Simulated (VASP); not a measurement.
# GaN in VASP: notebook

The runs below take GaN through relaxation of cell and atoms, single point, with PBEsol.

All numbers are computed with VASP 6.6.1; they aren't measurements. Logs are shortened: lines on timing, memory, paths and dates and some standing lists are left out, and cuts for length are marked.

## (1) The cell of the first run

Symmetry: F-43m, No. 216, cubic system. The conventional cell has a = 4.498 Å, b = 4.498 Å, c = 4.498 Å, α = 90.00°, β = 90.00°, γ = 90.00°. Within 2.6 Å of Ga (site symmetry -43m) lie 4 N at 1.95 Å. N (site symmetry -43m) has 4 Ga at 1.95 Å within 2.6 Å.

## (2) Relaxation of cell and atoms, PBEsol, target pressure 20 GPa, at which the enthalpy is minimised

Contents of INCAR:

```
SYSTEM = GaN
  PREC = Accurate
  ENCUT = 600
  EDIFF = 1E-6
  ISMEAR = 0
  SIGMA = 0.01
  LREAL = .False.
  LASPH = .True.
  NELM = 100
  ALGO = Normal
  ISIF = 3
  LWAVE = .False.
  LCHARG = .False.
  GGA = PS
  IBRION = 2
  NSW = 80
  EDIFFG = -0.001
  PSTRESS = 200.0
```

Contents of KPOINTS:

```
Automatic mesh
0
Gamma
  10 10 10
  0 0 0
```

Contents of POSCAR:

```
GaN
1.0
    0.0000000000      2.2490690278      2.2490690278
    2.2490690278      0.0000000000      2.2490690278
    2.2490690278      2.2490690278      0.0000000000
Ga N
1 1
Direct
    0.0000000000      0.0000000000      0.0000000000
    0.7500000000      0.7500000000      0.7500000000
```

Potentials or basis: VASP PAW PBE potentials, release 64 (Ga_d, N).

Started as:

```sh
> cat potpaw_PBE.64/Ga_d/POTCAR potpaw_PBE.64/N/POTCAR > POTCAR
> mpirun -np 1 vasp_std > vasp.out
```

OUTCAR:

```text
SYSTEM = GaN
   PREC = Accurate
   ENCUT = 600
   EDIFF = 1E-6
   ISMEAR = 0
   LREAL = .False.
   LASPH = .True.
   NELM = 100
   ISIF = 3
   GGA = PS
   IBRION = 2
   NSW = 80
   EDIFFG = -0.001
   PSTRESS = 200.0

 ion  position               nearest neighbor table
   1  0.000  0.000  0.000-   2 1.95   2 1.95   2 1.95   2 1.95
   2  0.750  0.750  0.750-   1 1.95   1 1.95   1 1.95   1 1.95

  LATTYP: Found a face centered cubic cell.
 ALAT       =     4.4981380556

  Lattice vectors:

 A1 = (   0.0000000000,   2.2490690278,   2.2490690278)
 A2 = (   2.2490690278,   0.0000000000,   2.2490690278)
 A3 = (   2.2490690278,   2.2490690278,   0.0000000000)

Analysis of symmetry for initial positions (statically):
=====================================================================
 Subroutine PRICEL returns:
 Original cell was already a primitive cell.

 Routine SETGRP: Setting up the symmetry group for a
 face centered cubic supercell.

 Subroutine GETGRP returns: Found 24 space group operations
 (whereof 24 operations were pure point group operations)
 out of a pool of 48 trial point group operations.

The static configuration has the point symmetry T_d .

Analysis of symmetry for dynamics (positions and initial velocities):
=====================================================================
 Subroutine PRICEL returns:
 Original cell was already a primitive cell.

 Routine SETGRP: Setting up the symmetry group for a
 face centered cubic supercell.

 Subroutine GETGRP returns: Found 24 space group operations
 (whereof 24 operations were pure point group operations)
 out of a pool of 48 trial point group operations.

The dynamic configuration has the point symmetry T_d .

 Subroutine INISYM returns: Found 24 space group operations
 (whereof 24 operations are pure point group operations),
 and found     1 'primitive' translations

----------------------------------------------------------------------------------------

                                     Primitive cell

  volume of cell :      22.7530

  direct lattice vectors                    reciprocal lattice vectors
     0.000000000  2.249069028  2.249069028    -0.222314208  0.222314208  0.222314208
     2.249069028  0.000000000  2.249069028     0.222314208 -0.222314208  0.222314208
     2.249069028  2.249069028  0.000000000     0.222314208  0.222314208 -0.222314208

  length of vectors
     3.180663922  3.180663922  3.180663922     0.385059504  0.385059504  0.385059504

  position of ions in fractional coordinates (direct lattice)
     0.000000000  0.000000000  0.000000000
     0.750000000  0.750000000  0.750000000

  ion indices of the primitive-cell ions
   primitive index   ion index
                 1           1
                 2           2

----------------------------------------------------------------------------------------

 KPOINTS: Automatic mesh

Automatic generation of k-mesh.
 Grid dimensions read from file:
 generate k-points for:   10   10   10

 Generating k-lattice:

  Cartesian coordinates                     Fractional coordinates (reciprocal lattice)
    -0.022231421  0.022231421  0.022231421     0.100000000  0.000000000  0.000000000
     0.022231421 -0.022231421  0.022231421     0.000000000  0.100000000  0.000000000
     0.022231421  0.022231421 -0.022231421     0.000000000  0.000000000  0.100000000

  Length of vectors
     0.038505950  0.038505950  0.038505950

  Shift w.r.t. Gamma in fractional coordinates (k-lattice)
     0.000000000  0.000000000  0.000000000

 Subroutine IBZKPT returns following result:
 ===========================================

 Found     47 irreducible k-points:

 Following reciprocal coordinates:
            Coordinates               Weight
  0.000000  0.000000  0.000000      1.000000
  0.100000  0.000000  0.000000      8.000000
  0.200000  0.000000  0.000000      8.000000
  0.300000  0.000000  0.000000      8.000000
  0.400000  0.000000  0.000000      8.000000
  0.500000  0.000000  0.000000      4.000000
[... 16 lines left out ...]
  0.300000  0.300000  0.000000      6.000000
  0.400000  0.300000  0.000000     24.000000
 [... further k-points ...]
   k-points           NKPTS =     47   k-points in BZ     NKDIM =     47   number of bands    NBANDS=     13
   number of dos      NEDOS =    301   number of ions     NIONS =      2
   total plane-waves  NPLWV =  21952
   dimension x,y,z NGX =    28 NGY =   28 NGZ =   28
   dimension x,y,z NGXF=    56 NGYF=   56 NGZF=   56
   ions per type =               1   1
   NGX,Y,Z   is equivalent  to a cutoff of  14.63, 14.63, 14.63 a.u.
   NGXF,Y,Z  is equivalent  to a cutoff of  29.27, 29.27, 29.27 a.u.
 SYSTEM =  GaN
   PREC   = accura    normal or accurate (medium, high low for compatibility)
   ISTART =      0    job   : 0-new  1-cont  2-samecut
   ICHARG =      2    charge: 1-file 2-atom 10-const
   ISPIN  =      1    spin polarized calculation?
   LNONCOLLINEAR =      F non collinear calculations
   LSORBIT =      F    spin-orbit coupling
   LASPH  =      T    aspherical Exc in radial PAW
   ENCUT  =  600.0 eV  44.10 Ry    6.64 a.u.   6.35  6.35  6.35*2*pi/ulx,y,z
   NELM   =    100;   NELMIN=  2; NELMDL= -5     # of ELM steps
   EDIFF  = 0.1E-05   stopping-criterion for ELM
   LREAL  =      F    real-space projection
   EDIFFG = -.1E-02   stopping-criterion for IOM
   NSW    =     80    number of steps for IOM
   IBRION =      2    ionic relax: 0-MD 1-quasi-New 2-CG
   NFREE  =      1    steps in history (QN), initial steepest desc. (CG)
   ISIF   =      3    stress and relaxation
   ISYM   =      2    0-nonsym 1-usesym 2-fastsym
   POTIM  = 0.5000    time-step for ionic-motion
   TEBEG  =    0.0;   TEEND  =   0.0 temperature during run
   PSTRESS=  200.0 pullay stress
   NELECT =      18.0000    total number of electrons
   NUPDOWN=      -1.0000    fix difference up-down
   EMIN   =  10.00;   EMAX   =-10.00  energy-range for DOS
   EFERMI =   0.00;   METHOD = LEGACY
   ISMEAR =     0;   SIGMA  =   0.01  broadening in eV -4-tet -1-fermi 0-gaus
   EFERMI_NEDOS =   21; number of points for ismear=-14 and -15
   IALGO  =     38    algorithm
   IMIX   =      4    mixing-type and parameters
     AMIX     =   0.40;   BMIX     =  1.00
     AMIX_MAG =   1.60;   BMIX_MAG =  1.00
  volume/ion in A,a.u.               =      11.38        76.77
  Fermi-wavevector in a.u.,A,eV,Ry     =   1.514094  2.861223 31.191099  2.292481
  Thomas-Fermi vector in A             =   2.623798
   LORBIT       =      0    0 simple, 1 ext, 2 COOP (PROOUT), +10 PAW based schemes
   GGA     = PS    functional components
   LHFCALC =     F    Hartree Fock is set to
   AEXX    =    0.0000 exact exchange contribution
   IVDW    =     0    specifies the selected vdW correction
   LEPSILON=     F    determine dielectric tensor
   LRPA    =     F    only Hartree local field effects (RPA)
 conjugate gradient relaxation of ions
 non-spin polarized calculation
 Gauss-broadening in eV      SIGMA  =   0.01
  energy-cutoff  :      600.00
  volume of cell :       22.75
 maximum number of plane-waves:       769
 NGX is ok and might be reduce to    28
   NGX = 13   NGY = 13   NGZ = 13

--------------------------------------- Ionic step        1  -------------------------------------------

 number of electron      18.0000005 magnetization

 Free energy of the ion-electron system (eV)
  ---------------------------------------------------
  ext. energy  EPLUGINS =         0.00000000
  ---------------------------------------------------
  free energy    TOTEN  =       -13.12425978 eV

  energy without entropy =      -13.12425978  energy(sigma->0) =      -13.12425978

------------------------ aborting loop because EDIFF is reached ----------------------------------------

  FORCE on cell =-STRESS in cart. coord.  units (eV):
  Direction    XX          YY          ZZ          XY          YZ          ZX
  --------------------------------------------------------------------------------------
  -------------------------------------------------------------------------------------
  Total       -0.0587170     -0.0587170     -0.0587170      0.0000000      0.0000000      0.0000000
  in kB       -4.1346255     -4.1346255     -4.1346255      0.0000000      0.0000000      0.0000000
  external PRESSURE =    -204.1346255 kB  Pullay stress =     200.0000000 kB
[... 93 lines left out ...]
  FREE ENERGIE OF THE ION-ELECTRON SYSTEM (eV)
  ---------------------------------------------------
  free  energy   TOTEN  =       -13.0222245622 eV

  energy  without entropy=      -13.0222245622  energy(sigma->0) =      -13.02222456

  enthalpy is  TOTEN    =       -10.4177667844 eV   P V=        2.6044577778

[... ionic steps 4 to 8 ...]

--------------------------------------- Ionic step        9  -------------------------------------------

 number of electron      17.9999998 magnetization

------------------------ aborting loop because EDIFF is reached ----------------------------------------

  FORCE on cell =-STRESS in cart. coord.  units (eV):
  Direction    XX          YY          ZZ          XY          YZ          ZX
  --------------------------------------------------------------------------------------
  -------------------------------------------------------------------------------------
  Total        2.5832422      2.5832422      2.5832422     -0.0000000      0.0000000      0.0000000
  in kB      198.9022066    198.9022066    198.9022066     -0.0000000      0.0000000      0.0000000
  external PRESSURE =      -1.0977934 kB  Pullay stress =     200.0000000 kB
[... 61 lines left out ...]
  enthalpy is  TOTEN    =       -10.4179347856 eV   P V=        2.5969548210

--------------------------------------- Ionic step       11  -------------------------------------------

 number of electron      17.9999998 magnetization

 Free energy of the ion-electron system (eV)
  ---------------------------------------------------
  ext. energy  EPLUGINS =         0.00000000
  ---------------------------------------------------
  free energy    TOTEN  =       -13.01389217 eV

  energy without entropy =      -13.01389217  energy(sigma->0) =      -13.01389217

 E-fermi :   6.3640     XC(G=0): -12.4262

 val. band max:        6.2540818790   @ k =   0.0000   0.0000   0.0000
 cond. band min:       8.5492831145   @ k =   0.0000   0.0000   0.0000
 fundamental gap:      2.2952012356
 Fermi energy:         6.3640401180

 k-point     1 :       0.0000    0.0000    0.0000
  band No.  band energies     occupation
      1     -10.5575      2.00000
      2      -7.2818      2.00000
      3      -7.2818      2.00000
      4      -7.2818      2.00000
      5      -6.8449      2.00000
      6      -6.8449      2.00000
      7       6.2541      2.00000
      8       6.2541      2.00000
      9       6.2541      2.00000
     10       8.5493      0.00000
     11      17.0558      0.00000
     12      17.0558      0.00000
     13      17.0558      0.00000
[... 353 lines left out ...]
 k-point    24 :       0.4000    0.3000    0.0000
  band No.  band energies     occupation
      1      -9.2203      2.00000
      2      -7.1398      2.00000
      3      -6.9828      2.00000
      4      -6.9800      2.00000
      5      -6.7652      2.00000
      6      -6.0423      2.00000
      7       0.9819      2.00000
      8       3.4358      2.00000
      9       3.7930      2.00000
     10      10.7391      0.00000
     11      14.0097      0.00000
     12      17.4624      0.00000
     13      19.8883      0.00000

 [... further k-points ...]

------------------------ aborting loop because EDIFF is reached ----------------------------------------

  FORCE on cell =-STRESS in cart. coord.  units (eV):
  Direction    XX          YY          ZZ          XY          YZ          ZX
  --------------------------------------------------------------------------------------
  -------------------------------------------------------------------------------------
  Total        2.5978756      2.5978756      2.5978756      0.0000000      0.0000000     -0.0000000
  in kB      200.1478045    200.1478045    200.1478045      0.0000000      0.0000000     -0.0000000
  external PRESSURE =       0.1478045 kB  Pullay stress =     200.0000000 kB
[... 17 lines left out ...]
  FREE ENERGIE OF THE ION-ELECTRON SYSTEM (eV)
  ---------------------------------------------------
  free  energy   TOTEN  =       -13.0138921717 eV

  energy  without entropy=      -13.0138921717  energy(sigma->0) =      -13.01389217

  enthalpy is  TOTEN    =       -10.4179350413 eV   P V=        2.5959571304

 reached required accuracy - stopping structural energy minimisation
```

Wall time 66 s (1 thread of Intel Xeon Platinum 8488C (Sapphire Rapids), shared host); peak memory 0.17 GiB.

What came out:

```yaml
Free_energy: -13.0139 eV
Relaxed_volume: 10.40 Å³/atom
Relaxed_cell: a = 3.087 Å, b = 3.087 Å, c = 3.087 Å, α = 60.00°, β = 60.00°, γ = 60.00°
Space_group_after_relaxing_to_0.05_Å: F-43m (No. 216)
Energy_change_on_relaxing_the_enthalpy_is_what_falls: +55.2 meV/atom
Ionic_steps: 11
Pressure_after_relaxing: 20.0 GPa
Band_gap_on_the_k_mesh: 2.30 eV, direct
```

The path:
| step | energy change (eV) | largest force (eV/Å) | pressure (GPa) | volume (Å³) |
| --- | --- | --- | --- | --- |
| 1 | 0.0000 | 0.0000 | -0.41 | 22.75 |
| 2 | 0.7345 | 0.0000 | 64.72 | 18.31 |
| 3 | 0.1020 | 0.0000 | 19.25 | 20.86 |
| 4 | 0.1081 | 0.0000 | 19.88 | 20.81 |
| 5 | 0.1128 | 0.0000 | 20.35 | 20.78 |
| 6 | 0.1052 | 0.0000 | 19.42 | 20.84 |
| 7 | 0.1097 | 0.0000 | 20.03 | 20.80 |
| 8 | 0.1095 | 0.0000 | 20.02 | 20.80 |
| 9 | 0.1088 | 0.0000 | 19.89 | 20.81 |
| 10 | 0.1094 | 0.0000 | 19.95 | 20.80 |
| 11 | 0.1104 | 0.0000 | 20.01 | 20.80 |

Final structure:
```xyz
2
Lattice="0.0000 2.1826 2.1826 2.1826 0.0000 2.1826 2.1826 2.1826 0.0000" Properties=species:S:1:pos:R:3 pbc="T T T"
Ga    2.1826    2.1826    0.0000
N     3.2740    3.2740    3.2740
```

Caveat: the cell is relaxed towards a set pressure, so the enthalpy falls and the energy may rise; the PAW data sets were made with another functional, which shifts forces and pressure a little. A hybrid or GW would open this gap; PBEsol tends to underestimate it.

## (3) Single point, PBEsol (strained)

Contents of INCAR:

```
  PREC = Accurate
  ENCUT = 520
  EDIFF = 1E-7
  ISMEAR = 0
  SIGMA = 0.02
  LREAL = False
  LASPH = True
  NELM = 60
  ALGO = Normal
  ISIF = 2
  LWAVE = False
  LCHARG = False
  GGA = PS
  NBANDS = 16
```

Contents of KPOINTS:

```
Automatic mesh
0
Gamma
  10 10 10
```

Contents of POSCAR:

```
GaN
1.0
    0.0000000000      2.2056587896      2.2056587896
    2.2056587896      0.0000000000      2.2056587896
    2.2056587896      2.2056587896      0.0000000000
Ga N
1 1
Direct
    0.0000000000      0.0000000000      0.0000000000
    0.7500000000      0.7500000000      0.7500000000
```

Potentials or basis: VASP PAW PBE potentials, release 64 (Ga_d, N).

Started as:

```sh
> cat potpaw_PBE.64/Ga_d/POTCAR potpaw_PBE.64/N/POTCAR > POTCAR
> mpirun -np 1 vasp_std > vasp.out
```

Wall time 9.3 s (1 thread of Intel Xeon 6975P-C (Granite Rapids), shared host); peak memory 0.14 GiB.

It converged, with:

- Free energy: -13.0759 eV
- Pressure: 12.2 GPa
- Band gap on the k mesh: 2.09 eV, direct

Levels at points of the mesh, in eV from the valence-band top:
| k point | band 7 | band 8 | band 9 | band 10 | band 11 | band 12 |
| --- | --- | --- | --- | --- | --- | --- |
| (0.00, 0.00, 0.00) | 0.00 | 0.00 | 0.00 | 2.09 | 10.60 | 10.60 |
| (0.50, 0.00, 0.00) | -7.56 | -1.06 | -1.06 | 5.00 | 8.95 | 10.59 |
| (0.50, 0.50, 0.00) | -6.45 | -2.97 | -2.97 | 3.24 | 6.93 | 12.06 |

Caveat: the cell differs from its parent crystal (strained); the PAW data sets were made with another functional, which shifts forces and pressure a little.

(Continued in part 2 of 2.)
